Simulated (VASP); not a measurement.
Si:

```xyz
8
Lattice="4.9341 0.0000 0.0000 0.0000 4.9341 0.0000 0.0000 0.0000 4.9341" Properties=species:S:1:pos:R:3 pbc="T T T"
Si    0.0000    0.0000    0.0000
Si    2.4671    2.4671    2.4671
Si    1.2335    0.0000    2.4671
Si    3.7006    0.0000    2.4671
Si    2.4671    1.2335    0.0000
Si    2.4671    3.7006    0.0000
Si    0.0000    2.4671    1.2335
Si    0.0000    2.4671    3.7006
```

```yaml
Program: VASP 6.6.1
Task: relaxation of cell and atoms
Functional: LDA
Potentials_or_basis: VASP PAW LDA potentials, release 64 (Si)
Cutoff: 600 eV
k_mesh: 5 × 5 × 5
Occupations: fermi-dirac, width 0.1 eV
Spin: no spin polarisation
```

At the start: pressure -4.1 GPa; volume 15.02 Å³/atom.

Q: How do energy, volume and symmetry change on relaxing?

A: Over 3 steps the energy falls by 9.8 meV/atom and the volume is 14.28 Å³/atom (-4.9 %); space group Pm-3n (No. 223, to 0.05 Å).

The path:
| step | energy change (eV) | largest force (eV/Å) | pressure (GPa) | volume (Å³) |
| --- | --- | --- | --- | --- |
| 1 | 0.0000 | 0.0000 | -4.12 | 120.12 |
| 2 | -0.0773 | 0.0000 | 0.57 | 113.54 |
| 3 | -0.0786 | 0.0000 | 0.01 | 114.25 |

Final structure:
```
CELL_PARAMETERS angstrom
4.85228 0.00000 0.00000
0.00000 4.85228 0.00000
0.00000 0.00000 4.85228
ATOMIC_POSITIONS crystal
Si 0.00000 0.00000 0.00000
Si 0.50000 0.50000 0.50000
Si 0.25000 0.00000 0.50000
Si 0.75000 0.00000 0.50000
Si 0.50000 0.25000 0.00000
Si 0.50000 0.75000 0.00000
Si 0.00000 0.50000 0.25000
Si 0.00000 0.50000 0.75000
```
